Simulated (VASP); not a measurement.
Crystal: PbO.

```xyz
2
Lattice="3.1794 -0.0911 0.0000 -0.0911 3.1794 0.0000 0.0000 0.0000 3.1794" Properties=species:S:1:pos:R:3 pbc="T T T"
Pb    0.0000    0.0000    0.0000
O     1.5441    1.5441    1.5897
```

This cell differs from its parent crystal: shear xy strain -5.7%.

Base run:

| Quantity | Value |
| --- | --- |
| Program | VASP 6.6.1 |
| Functional | r2SCAN |
| Potentials or basis | VASP PAW PBE potentials, release 64 (Pb_d, O) |
| Cutoff | 520 eV |
| k mesh | 8 × 8 × 8 |
| Occupations | fermi-dirac, width 0.02 eV |
| Spin | no spin polarisation |

Its results: band gap on the k mesh 0.40 eV, indirect (least direct gap 0.46 eV); pressure 0.5 GPa.

Task: The run is repeated on the same cell with these changes: functional from r2SCAN to PBE; further incar settings from ALGO = Normal; EDIFF = 1e-06; NBANDS = 17 to ALGO = Normal; EDIFF = 1e-07; NBANDS = 17. What comes out?

Result: Band gap on the k mesh 0.39 eV, indirect (least direct gap 0.76 eV); pressure 3.6 GPa.

Caveats: spin-orbit coupling is left out, which moves the levels of the heavy elements; the PAW data sets were made with another functional, which shifts forces and pressure a little (some runs).

A k mesh can miss the band edges.
